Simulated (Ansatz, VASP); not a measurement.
## Al: VASP beside Ansatz

```xyz
1
Lattice="0.0000 1.9734 2.0240 1.9734 0.0000 2.0240 1.9734 1.9734 0.0000" Properties=species:S:1:pos:R:3 pbc="T T T"
Al    0.0000    0.0000    0.0000
```

Change from the starting cell: strain -0.025 along x and y, +0.000 along z, atoms carried along.

Alike in both runs: task single point; functional PBEsol; k mesh 20 × 20 × 20; occupations gaussian, width 0.15 eV; no spin polarisation.

|  | VASP | Ansatz |
| --- | --- | --- |
| version | VASP 6.6.1 | Ansatz 0.2.0 |
| potentials or method | VASP PAW PBE potentials, release 64 (Al), cutoff 520 eV | scalar-relativistic, plane waves, PAW |
| valence electrons in the cell | 3 | 3 |

Ansatz gave:

- gap on the k mesh at the Fermi level (eV): none
- pressure (GPa): 2.3
- traceless stress, the component that is largest in VASP (GPa): -0.96

**Question.** Estimate VASP's values.

**Answer.** gap on the k mesh at the Fermi level (eV): none; pressure (GPa): 2.3; traceless stress, the component that is largest in VASP (GPa): -0.97.

VASP's potentials were made for PBE, not for PBEsol. A gap of «none» marks a metal or a gap that the smearing closes.
